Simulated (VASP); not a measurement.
# FeGe (Pm) in VASP: relaxation of the atoms with LDA

Aim: the relaxation of the atoms of FeGe with LDA.

Program: VASP 6.6.1. These are calculated values, not measurements. Logs are shortened: lines on timing, memory, paths and dates and some standing lists are left out, and cuts for length are marked.

## Step 1: The cell of the first run

Symmetry: Pm, No. 6, monoclinic system. The conventional cell has a = 4.998 Å, b = 4.116 Å, c = 4.998 Å, α = 90.00°, β = 120.00°, γ = 90.00°. Fe (site symmetry m) has 4 Fe at 2.43 to 2.57 Å and 6 Ge at 2.45 to 2.55 Å within 3.2 Å. Fe (site symmetry m) has 4 Fe at 2.48 to 2.52 Å and 6 Ge at 2.50 to 2.51 Å within 3.3 Å. Within 3.2 Å of Fe (site symmetry m) lie 4 Fe at 2.43 to 2.57 Å and 6 Ge at 2.50 to 2.51 Å. Ge (site symmetry m) has 6 Fe at 2.45 to 2.55 Å within 3.2 Å. Ge (site symmetry m) has 6 Fe at 2.51 to 2.54 Å and 3 Ge at 2.89 Å within 3.3 Å. Ge (site symmetry m) has 6 Fe at 2.49 to 2.51 Å and 3 Ge at 2.89 Å within 3.3 Å.

## Step 2: Relaxation of the atoms, LDA, collinear spin, ferromagnetic start

File INCAR:

```
PREC = Accurate
ENCUT = 520
EDIFF = 1E-6
ISMEAR = -1
SIGMA = 0.15
LREAL = False
LASPH = True
NELM = 150
ALGO = Normal
ISIF = 2
LWAVE = False
LCHARG = False
ISPIN = 2
MAGMOM = 3.5 3.5 3.5 0 0 0
LORBIT = 11
LMAXMIX = 4
IBRION = 2
NSW = 80
EDIFFG = -0.02
KPAR = 8
```

File KPOINTS:

```
Automatic mesh
0
Gamma
  6 6 6
```

File POSCAR:

```
FeGe
1.0
    4.9976020000      0.0000000000      0.0000000000
   -2.4988010000      4.3280510000      0.0000000000
    0.0000000000      0.0000000000      4.1157610000
Fe Ge
3 3
Direct
    0.5157810000      0.0115530000      0.0000000000
    0.5000000000      0.5000000000      0.0000000000
    0.0000000000      0.5000000000      0.0000000000
    0.0000000000      0.0000000000      0.0000000000
    0.3333333333      0.6666666667      0.5000000000
    0.6666666667      0.3333333333      0.5000000000
```

Potentials or basis: VASP PAW LDA potentials, release 64 (Fe, Ge_d).

Started as:

```sh
> cat potpaw_LDA.64/Fe/POTCAR potpaw_LDA.64/Ge_d/POTCAR > POTCAR
> mpirun -np 8 vasp_std > vasp.out
```

OUTCAR:

```text
PREC = Accurate
   ENCUT = 520
   EDIFF = 1E-6
   ISMEAR = -1
   LREAL = False
   LASPH = True
   NELM = 150
   ISIF = 2
   ISPIN = 2
   LORBIT = 11
   IBRION = 2
   NSW = 80
   EDIFFG = -0.02

 ion  position               nearest neighbor table
   1  0.516  0.012  0.000-   3 2.43   4 2.45   2 2.48   6 2.49   6 2.49   2 2.52   5 2.54   5 2.54
                             4 2.55   3 2.57
   2  0.500  0.500  0.000-   1 2.48   3 2.50   3 2.50   4 2.50   4 2.50   5 2.51   6 2.51   5 2.51
                             6 2.51   1 2.52
   3  0.000  0.500  0.000-   1 2.43   2 2.50   2 2.50   4 2.50   4 2.50   5 2.51   6 2.51   5 2.51
                             6 2.51   1 2.57
   4  0.000  0.000  0.000-   1 2.45   2 2.50   3 2.50   3 2.50   2 2.50   1 2.55
   5  0.333  0.667  0.500-   3 2.51   3 2.51   2 2.51   2 2.51   1 2.54   1 2.54   6 2.89   6 2.89
                             6 2.89
   6  0.667  0.333  0.500-   1 2.49   1 2.49   3 2.51   3 2.51   2 2.51   2 2.51   5 2.89   5 2.89
                             5 2.89

  LATTYP: Found a hexagonal cell.
 ALAT       =     4.9976020000
 C/A-ratio  =     0.8235471732

  Lattice vectors:

 A1 = (   4.9976020000,   0.0000000000,   0.0000000000)
 A2 = (  -2.4988010000,   4.3280510000,   0.0000000000)
 A3 = (   0.0000000000,   0.0000000000,   4.1157610000)

Analysis of symmetry for initial positions (statically):
=====================================================================
 Subroutine PRICEL returns:
 Original cell was already a primitive cell.

 Routine SETGRP: Setting up the symmetry group for a
 hexagonal supercell.

 Subroutine GETGRP returns: Found  2 space group operations
 (whereof  2 operations were pure point group operations)
 out of a pool of 24 trial point group operations.

The static configuration has the point symmetry C_1h.

Analysis of symmetry for dynamics (positions and initial velocities):
=====================================================================
 Subroutine PRICEL returns:
 Original cell was already a primitive cell.

 Routine SETGRP: Setting up the symmetry group for a
 hexagonal supercell.

 Subroutine GETGRP returns: Found  2 space group operations
 (whereof  2 operations were pure point group operations)
 out of a pool of 24 trial point group operations.

The dynamic configuration has the point symmetry C_1h.

Analysis of structural, dynamic, and magnetic symmetry:
=====================================================================
 Subroutine PRICEL returns:
 Original cell was already a primitive cell.

 Routine SETGRP: Setting up the symmetry group for a
 hexagonal supercell.

 Subroutine GETGRP returns: Found  2 space group operations
 (whereof  2 operations were pure point group operations)
 out of a pool of 24 trial point group operations.

The overall configuration has the point symmetry C_1h.

 Subroutine INISYM returns: Found  2 space group operations
 (whereof  2 operations are pure point group operations),
 and found     1 'primitive' translations

----------------------------------------------------------------------------------------

                                     Primitive cell

  volume of cell :      89.0234

  direct lattice vectors                    reciprocal lattice vectors
     4.997602000  0.000000000  0.000000000     0.200095966  0.115525441  0.000000000
    -2.498801000  4.328051000  0.000000000     0.000000000  0.231050882  0.000000000
     0.000000000  0.000000000  4.115761000     0.000000000  0.000000000  0.242968433

  length of vectors
     4.997602000  4.997602615  4.115761000     0.231050910  0.231050882  0.242968433

  position of ions in fractional coordinates (direct lattice)
     0.515781000  0.011553000  0.000000000
     0.500000000  0.500000000  0.000000000
     0.000000000  0.500000000  0.000000000
     0.000000000  0.000000000  0.000000000
     0.333333333  0.666666667  0.500000000
     0.666666667  0.333333333  0.500000000

  ion indices of the primitive-cell ions
   primitive index   ion index
                 1           1
                 2           2
                 3           3
                 4           4
                 5           5
                 6           6

----------------------------------------------------------------------------------------

 KPOINTS: Automatic mesh

Automatic generation of k-mesh.
 Grid dimensions read from file:
 generate k-points for:    6    6    6

 Generating k-lattice:

  Cartesian coordinates                     Fractional coordinates (reciprocal lattice)
     0.033349328  0.019254240  0.000000000     0.166666667  0.000000000  0.000000000
     0.000000000  0.038508480  0.000000000     0.000000000  0.166666667  0.000000000
     0.000000000  0.000000000  0.040494739     0.000000000  0.000000000  0.166666667

  Length of vectors
     0.038508485  0.038508480  0.040494739

  Shift w.r.t. Gamma in fractional coordinates (k-lattice)
     0.000000000  0.000000000  0.000000000

 Subroutine IBZKPT returns following result:
 ===========================================

 Found     80 irreducible k-points:

 Following reciprocal coordinates:
            Coordinates               Weight
  0.000000  0.000000  0.000000      1.000000
  0.166667  0.000000  0.000000      2.000000
  0.000000  0.166667  0.000000      2.000000
 -0.166667  0.166667  0.000000      2.000000
  0.333333  0.000000  0.000000      2.000000
  0.000000  0.333333  0.000000      2.000000
[... 16 lines left out ...]
  0.000000  0.166667  0.166667      4.000000
 -0.166667  0.166667  0.166667      4.000000
 [... further k-points ...]
   k-points           NKPTS =     80   k-points in BZ     NKDIM =     80   number of bands    NBANDS=     44
   number of dos      NEDOS =    301   number of ions     NIONS =      6
   total plane-waves  NPLWV =  51200
   dimension x,y,z NGX =    40 NGY =   40 NGZ =   32
   dimension x,y,z NGXF=    80 NGYF=   80 NGZF=   64
   ions per type =               3   3
   NGX,Y,Z   is equivalent  to a cutoff of  13.31, 13.31, 12.93 a.u.
   NGXF,Y,Z  is equivalent  to a cutoff of  26.61, 26.61, 25.85 a.u.
 SYSTEM =  unknown system
   PREC   = accura    normal or accurate (medium, high low for compatibility)
   ISTART =      0    job   : 0-new  1-cont  2-samecut
   ICHARG =      2    charge: 1-file 2-atom 10-const
   ISPIN  =      2    spin polarized calculation?
   LNONCOLLINEAR =      F non collinear calculations
   LSORBIT =      F    spin-orbit coupling
   LASPH  =      T    aspherical Exc in radial PAW
   ENCUT  =  520.0 eV  38.22 Ry    6.18 a.u.   9.29  9.29  7.65*2*pi/ulx,y,z
   NELM   =    150;   NELMIN=  2; NELMDL= -5     # of ELM steps
   EDIFF  = 0.1E-05   stopping-criterion for ELM
   LREAL  =      F    real-space projection
   EDIFFG = -.2E-01   stopping-criterion for IOM
   NSW    =     80    number of steps for IOM
   IBRION =      2    ionic relax: 0-MD 1-quasi-New 2-CG
   NFREE  =      1    steps in history (QN), initial steepest desc. (CG)
   ISIF   =      2    stress and relaxation
   ISYM   =      2    0-nonsym 1-usesym 2-fastsym
   POTIM  = 0.5000    time-step for ionic-motion
   TEBEG  =    0.0;   TEEND  =   0.0 temperature during run
   PSTRESS=    0.0 pullay stress
   NELECT =      66.0000    total number of electrons
   NUPDOWN=      -1.0000    fix difference up-down
   EMIN   =  10.00;   EMAX   =-10.00  energy-range for DOS
   EFERMI =   0.00;   METHOD = LEGACY
   ISMEAR =    -1;   SIGMA  =   0.15  broadening in eV -4-tet -1-fermi 0-gaus
   EFERMI_NEDOS =   21; number of points for ismear=-14 and -15
   IALGO  =     38    algorithm
   IMIX   =      4    mixing-type and parameters
     AMIX     =   0.40;   BMIX     =  1.00
     AMIX_MAG =   1.60;   BMIX_MAG =  1.00
  volume/ion in A,a.u.               =      14.84       100.13
  Fermi-wavevector in a.u.,A,eV,Ry     =   1.481681  2.799971 29.869944  2.195379
  Thomas-Fermi vector in A             =   2.595561
   LORBIT       =     11    0 simple, 1 ext, 2 COOP (PROOUT), +10 PAW based schemes
   GGA     = CA    functional components
   LHFCALC =     F    Hartree Fock is set to
   AEXX    =    0.0000 exact exchange contribution
   IVDW    =     0    specifies the selected vdW correction
   LEPSILON=     F    determine dielectric tensor
   LRPA    =     F    only Hartree local field effects (RPA)
 conjugate gradient relaxation of ions
 spin polarized calculation
  energy-cutoff  :      520.00
  volume of cell :       89.02
 maximum number of plane-waves:      2415
 NGX is ok and might be reduce to    40
   NGX = 19   NGY = 19   NGZ = 15

--------------------------------------- Ionic step        1  -------------------------------------------

 number of electron      66.0000000 magnetization      10.5000000

 number of electron      65.9999999 magnetization       3.8186363

 Free energy of the ion-electron system (eV)
  ---------------------------------------------------
  ext. energy  EPLUGINS =         0.00000000
  ---------------------------------------------------
  free energy    TOTEN  =       -44.51373591 eV

  energy without entropy =      -44.11466008  energy(sigma->0) =      -44.31419799

------------------------ aborting loop because EDIFF is reached ----------------------------------------

  FORCE on cell =-STRESS in cart. coord.  units (eV):
  Direction    XX          YY          ZZ          XY          YZ          ZX
  --------------------------------------------------------------------------------------
  -------------------------------------------------------------------------------------
  Total       -7.3471760     -7.3779937     -9.0640235     -0.0056617      0.0000000      0.0000000
  in kB     -132.2290392   -132.7836724   -163.1275898     -0.1018953      0.0000000      0.0000000
  external PRESSURE =    -142.7134338 kB  Pullay stress =       0.0000000 kB
[... 225 lines left out ...]
  energy  without entropy=      -44.1341324693  energy(sigma->0) =      -44.33385936

--------------------------------------- Ionic step        7  -------------------------------------------

 number of electron      65.9999997 magnetization       3.8262310

 Free energy of the ion-electron system (eV)
  ---------------------------------------------------
  ext. energy  EPLUGINS =         0.00000000
  ---------------------------------------------------
  free energy    TOTEN  =       -44.53380224 eV

  energy without entropy =      -44.13435738  energy(sigma->0) =      -44.33407981

 E-fermi :   6.3676     XC(G=0): -12.2214

 val. band max:        6.3495514268   @ k =   0.3333   0.3333   0.5000
 cond. band min:       6.3738077549   @ k =   0.3333   0.0000   0.0000
 fundamental gap:      0.0242563281
 Fermi energy:         6.3676485652

 spin component 1

 k-point     1 :       0.0000    0.0000    0.0000
  band No.  band energies     occupation
      1     -18.5729      1.00000
      2     -18.4989      1.00000
      3     -18.4989      1.00000
      4     -18.4269      1.00000
      5     -18.4268      1.00000
      6     -18.3850      1.00000
[... 1117 lines left out ...]
     43      10.9552      0.00000
     44      12.8079      0.00000

 [... further k-points ...]

 spin component 2

 k-point     1 :       0.0000    0.0000    0.0000
  band No.  band energies     occupation
      1     -18.5835      1.00000
      2     -18.5124      1.00000
      3     -18.5124      1.00000
      4     -18.4341      1.00000
      5     -18.4341      1.00000
      6     -18.3924      1.00000
[... 1152 lines left out ...]
  FREE ENERGIE OF THE ION-ELECTRON SYSTEM (eV)
  ---------------------------------------------------
  free  energy   TOTEN  =       -44.5338022359 eV

  energy  without entropy=      -44.1343573785  energy(sigma->0) =      -44.33407981

 reached required accuracy - stopping structural energy minimisation

 total charge

# of ion       s       p       d       tot
------------------------------------------
    1        0.427   0.534   6.424   7.385
    2        0.427   0.534   6.424   7.385
    3        0.427   0.534   6.424   7.385
    4        1.158   1.124  10.052  12.334
    5        1.136   1.165  10.070  12.372
    6        1.136   1.166  10.070  12.372
--------------------------------------------------
tot          4.711   5.057  49.465  59.233

 magnetization (x)

# of ion       s       p       d       tot
------------------------------------------
    1        0.003   0.003   1.325   1.330
    2        0.003   0.003   1.325   1.330
    3        0.003   0.003   1.325   1.330
    4       -0.001  -0.078   0.007  -0.072
    5       -0.005  -0.041   0.001  -0.044
    6       -0.005  -0.041   0.001  -0.044
--------------------------------------------------
tot         -0.003  -0.151   3.984   3.831
```

Run time: 6 min. Hardware: 8 MPI ranks of Intel Xeon 6975P-C (Granite Rapids), shared host; peak memory 0.52 GiB.

Results:

* Free energy: -44.5338 eV
* Energy gained by relaxing: 3.3 meV/atom
* Ionic steps: 7
* Pressure after relaxing: -14.4 GPa
* Largest force after relaxing: 0.013 eV/Å
* Net moment: 3.83 μB per cell
* Site moments: Fe +1.33; Ge -0.07, -0.04 (each value once) μB
* Valence electrons inside the program's atomic spheres: Fe 7.38; Ge 12.33, 12.37 (each value once)

Forces on the atoms (eV/Å):
```
Fe  -0.007  0.002  0.000
Fe  -0.005  0.007  0.000
Fe   0.008 -0.001  0.000
Ge  -0.013 -0.001  0.000
Ge   0.008 -0.004  0.000
Ge   0.009 -0.004  0.000
```

Stress tensor (GPa, compression positive):
```
-13.40   0.00   0.00
  0.00 -13.40   0.00
  0.00   0.00 -16.34
```

Step by step:
```csv
step,energy change (eV),largest force (eV/Å),pressure (GPa)
1,0.0000,0.5765,-14.27
2,-0.0156,0.2418,-14.39
3,-0.0178,0.0971,-14.37
4,-0.0191,0.0586,-14.39
5,-0.0198,0.0419,-14.39
6,-0.0199,0.0418,-14.36
7,-0.0201,0.0128,-14.38
```

Final structure:
```yaml
crystal:
  lattice:
    - [4.99760, 0.00000, 0.00000]
    - [-2.49880, 4.32805, 0.00000]
    - [0.00000, 0.00000, 4.11576]
  atoms:
    - { symbol: Fe, position: [0.50303, 0.00178, 0.00000] }
    - { symbol: Fe, position: [0.50265, 0.50182, 0.00000] }
    - { symbol: Fe, position: [0.00244, 0.50183, 0.00000] }
    - { symbol: Ge, position: [0.00316, 0.00195, 0.00000] }
    - { symbol: Ge, position: [0.33559, 0.66877, 0.50000] }
    - { symbol: Ge, position: [0.66890, 0.33542, 0.50000] }
```

Levels at points of the mesh, in eV from the Fermi level:
Spin up:
```csv
k point,band 33,band 34,band 35,band 36,band 37,band 38
"(0.00, 0.00, 0.00)",-0.89,-0.89,-0.04,0.40,1.39,1.39
"(0.50, 0.00, 0.00)",-0.90,0.66,0.68,1.00,1.56,1.80
"(0.00, 0.50, 0.00)",-0.90,0.66,0.68,1.00,1.56,1.80
"(0.50, 0.50, 0.00)",-0.90,0.66,0.68,1.00,1.56,1.80
"(0.00, 0.00, 0.50)",-1.05,-0.97,-0.96,-0.96,-0.33,0.06
"(0.50, 0.00, 0.50)",-0.98,-0.96,-0.92,-0.74,0.19,1.25
"(0.00, 0.50, 0.50)",-0.98,-0.96,-0.92,-0.74,0.19,1.25
"(0.50, 0.50, 0.50)",-0.98,-0.96,-0.92,-0.74,0.19,1.25
```
Spin down:
```tsv
k point	band 29	band 30	band 31	band 32	band 33	band 34
(0.00, 0.00, 0.00)	-1.40	0.21	0.21	0.35	0.45	0.45
(0.50, 0.00, 0.00)	-0.76	-0.41	-0.34	0.24	0.43	1.44
(0.00, 0.50, 0.00)	-0.76	-0.41	-0.34	0.24	0.43	1.44
(0.50, 0.50, 0.00)	-0.76	-0.41	-0.34	0.24	0.43	1.44
(0.00, 0.00, 0.50)	-1.61	-0.45	-0.45	-0.39	0.27	0.27
(0.50, 0.00, 0.50)	-0.94	-0.84	-0.47	-0.40	0.04	0.25
(0.00, 0.50, 0.50)	-0.94	-0.84	-0.47	-0.40	0.04	0.25
(0.50, 0.50, 0.50)	-0.94	-0.84	-0.47	-0.40	0.04	0.25
```
